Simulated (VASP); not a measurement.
# Ir (Fm-3m) in VASP: further runs, part 2 of 2

VASP 6.6.1.

## (3) Relaxation of cell and atoms, LDA

This run uses another cell than the first one, of 14.15 Å³/atom.

The input, INCAR:

```
SYSTEM = Ir
ALGO = Normal
EDIFF = 1E-6
EDIFFG = -0.005
ENCUT = 600
GGA = CA
IBRION = 2
ISIF = 3
ISMEAR = -1
LASPH = .True.
LCHARG = .False.
LREAL = .False.
LWAVE = .False.
NELM = 80
NSW = 60
PREC = Accurate
SIGMA = 0.1
```

The input, KPOINTS:

```
k-points
0
Gamma
  19 19 19
  0 0 0
```

The input, POSCAR:

```
Ir
1.0
    0.0000000000      1.9197388244      1.9197388244
    1.9197388244      0.0000000000      1.9197388244
    1.9197388244      1.9197388244      0.0000000000
Ir
1
Direct
    0.0000000000      0.0000000000      0.0000000000
```

Potentials or basis: VASP PAW LDA potentials, release 64 (Ir).

Run with:

```console
$ cat potpaw_LDA.64/Ir/POTCAR > POTCAR
$ mpirun -np 1 vasp_std > vasp.out
```

Run time: 45 s. Hardware: 1 thread of Intel Xeon 8259CL, shared host; peak memory 0.17 GiB.

It converged, with:

```
Free energy                           : -10.3367 eV
Relaxed volume                        : 13.94 Å³/atom
Relaxed cell                          : a = 2.702 Å, b = 2.702 Å, c = 2.702 Å, α = 60.00°, β = 60.00°, γ = 60.00°
Space group after relaxing (to 0.1 Å) : Fm-3m (No. 225)
Energy gained by relaxing             : 3.7 meV/atom
Ionic steps                           : 4
Pressure after relaxing               : 0.0 GPa
Band gap on the k mesh                : zero (an odd number of electrons rules out a gap without spin polarisation)
```

Step by step:
```tsv
step	energy change (eV)	largest force (eV/Å)	pressure (GPa)	volume (Å³)
1	0.0000	0.0000	-5.70	14.15
2	0.0610	0.0000	27.56	13.14
3	-0.0037	0.0000	-0.16	13.95
4	-0.0037	0.0000	-0.01	13.94
```

Final structure:
```yaml
crystal:
  lattice:
    - [0.00000, 1.91037, 1.91037]
    - [1.91037, 0.00000, 1.91037]
    - [1.91037, 1.91037, 0.00000]
  atoms:
    - { symbol: Ir, position: [0.00000, 0.00000, 0.00000] }
```

Levels at points of the mesh, in eV from the Fermi level:
| k point | band 2 | band 3 | band 4 | band 5 | band 6 | band 7 |
| --- | --- | --- | --- | --- | --- | --- |
| (0.00, 0.00, 0.00) | -3.98 | -3.98 | -3.98 | -1.19 | -1.19 | 14.33 |

Caveat: spin-orbit coupling is left out, which moves the levels of the heavy elements.

## (4) Single point, LDA

This run uses another cell than the first one: it holds 2 atoms, not 1.

The input, INCAR:

```
  PREC = Accurate
  ENCUT = 520
  EDIFF = 1E-6
  ISMEAR = -1
  SIGMA = 0.1
  LREAL = F
  LASPH = T
  NELM = 60
  ALGO = Normal
  ISIF = 2
  LWAVE = F
  LCHARG = F
  NBANDS = 16
```

The input, KPOINTS:

```
regular mesh
0
Gamma
  15 11 15
```

The input, POSCAR:

```
Ir
1.0
   -1.9060896685      1.9060896685      0.0000000000
    0.0000000000      0.0000000000      3.8121793371
    1.9060896685      1.9060896685      0.0000000000
Ir
2
Direct
    0.0000000000      0.0000000000      0.0000000000
    0.5000000000      0.5000000000      0.5000000000
```

Run with:

```console
$ cat potpaw_LDA.64/Ir/POTCAR > POTCAR
$ mpirun -np 1 vasp_std > vasp.out
```

Wall time 82 s (1 thread of Intel Xeon 8259CL, shared host); peak memory 0.19 GiB.

Results (log left out):

```yaml
Free_energy: -20.6821 eV
Pressure: 2.4 GPa
Band_gap_on_the_k_mesh: zero (bands 9 and 10 overlap by 3.01 eV)
```

Levels at points of the mesh, in eV from the Fermi level:
```
           k point  band 5  band 6  band 7  band 8  band 9  band 10  band 11  band 12  band 13  band 14
(0.00, 0.00, 0.00)   -4.04   -4.04   -1.22   -1.22    0.93     1.54     1.54     1.75    10.82    11.81
```

Caveat: spin-orbit coupling is left out, which moves the levels of the heavy elements.

## (5) Single point, LDA

This run uses another cell than the first one: it holds 2 atoms, not 1.

The input, INCAR:

```
SYSTEM = Ir
PREC = Accurate
ENCUT = 520
EDIFF = 1E-6
ISMEAR = -1
SIGMA = 0.1
LREAL = .FALSE.
LASPH = .TRUE.
NELM = 100
ALGO = Normal
ISIF = 2
LWAVE = .FALSE.
LCHARG = .TRUE.
LELF = .TRUE.
LVHAR = .TRUE.
NBANDS = 16
```

The input, KPOINTS:

```
Automatic mesh
0
G
  15 11 15
  0 0 0
```

POSCAR is that of step 4.

Potentials or basis: VASP PAW LDA potentials, release 64 (Ir).

Run with:

```console
$ cat potpaw_LDA.64/Ir/POTCAR > POTCAR
$ mpirun -np 1 vasp_std > vasp.out
```

OUTCAR:

```text
SYSTEM = Ir
   PREC = Accurate
   ENCUT = 520
   EDIFF = 1E-6
   ISMEAR = -1
   LREAL = .FALSE.
   LASPH = .TRUE.
   NELM = 100
   ISIF = 2

 ion  position               nearest neighbor table
   1  0.000  0.000  0.000-   2 2.70   2 2.70   2 2.70   2 2.70   2 2.70   2 2.70   2 2.70   2 2.70

   2  0.500  0.500  0.500-   1 2.70   1 2.70   1 2.70   1 2.70   1 2.70   1 2.70   1 2.70   1 2.70

  LATTYP: Found a simple tetragonal cell.
 ALAT       =     2.6956178603
 C/A-ratio  =     1.4142135624

  Lattice vectors:

 A1 = (   1.9060896685,  -1.9060896685,   0.0000000000)
[... 644 lines left out ...]
      5       6.7950      2.00000
      6       7.0523      2.00000
[... 8 lines left out ...]
     15      26.3025      0.00000
     16      26.6145      0.00000

 [... further k-points ...]
[... 5 lines left out ...]
  --------------------------------------------------------------------------------------
  -------------------------------------------------------------------------------------
  Total        0.4112853      0.4112853      0.4323456      0.0000000     -0.0000000      0.0000000
  in kB       23.7883222     23.7883222     25.0064262      0.0000000     -0.0000000      0.0000000
  external PRESSURE =      24.1943569 kB  Pullay stress =       0.0000000 kB

 VOLUME and BASIS-vectors are now :
 -----------------------------------------------------------------------------
  energy-cutoff  :      520.00
  volume of cell :       27.70
      direct lattice vectors                 reciprocal lattice vectors
    -1.906089668  1.906089668  0.000000000    -0.262317145  0.262317145  0.000000000
     0.000000000  0.000000000  3.812179337     0.000000000  0.000000000  0.262317145
     1.906089668  1.906089668  0.000000000     0.262317145  0.262317145  0.000000000

 POSITION                                       TOTAL-FORCE (eV/Angst)
 -----------------------------------------------------------------------------------
      0.00000      0.00000      0.00000         0.000000      0.000000      0.000000
      0.00000      1.90609      1.90609        -0.000000     -0.000000     -0.000000
 -----------------------------------------------------------------------------------
    total drift:                               -0.000000     -0.000000      0.000000

  FREE ENERGIE OF THE ION-ELECTRON SYSTEM (eV)
  ---------------------------------------------------
  free  energy   TOTEN  =       -20.6820726589 eV

  energy  without entropy=      -20.6250022504  energy(sigma->0) =      -20.65353745
```

Run time: 1.7 min. Hardware: 1 thread of Intel Xeon 8259CL, shared host; peak memory 0.19 GiB.

What came out:

| Item | Value |
| --- | --- |
| Free energy | -20.6821 eV |
| Pressure | 2.4 GPa |
| Band gap on the k mesh | zero (bands 9 and 10 overlap by 3.01 eV) |

Caveat: spin-orbit coupling is left out, which moves the levels of the heavy elements.

## (6) Overview

```tsv
task	cell	k mesh	cutoff (eV)	gap on the mesh (eV)	pressure (GPa)
single point	a = 2.696 Å, angles 60.0°, 1 atom, atomic positions A	19 × 19 × 19	520	none	2.6
relaxation of cell and atoms	relaxed from a = 2.715 Å, angles 60.0°, 1 atom, atomic positions A	19 × 19 × 19	600	none	0.0
single point	a = 2.696, b = 3.812 Å, 2 atoms, atomic positions B	15 × 11 × 15	520	none	2.4
```

Alike in all rows: level LDA; potentials or basis VASP PAW LDA potentials, release 64 (Ir); no spin polarisation; smearing fermi-dirac 0.1 eV.

Caveats: spin-orbit coupling is left out, which moves the levels of the heavy elements.

Absolute energies hang on the potentials; compare differences alone.
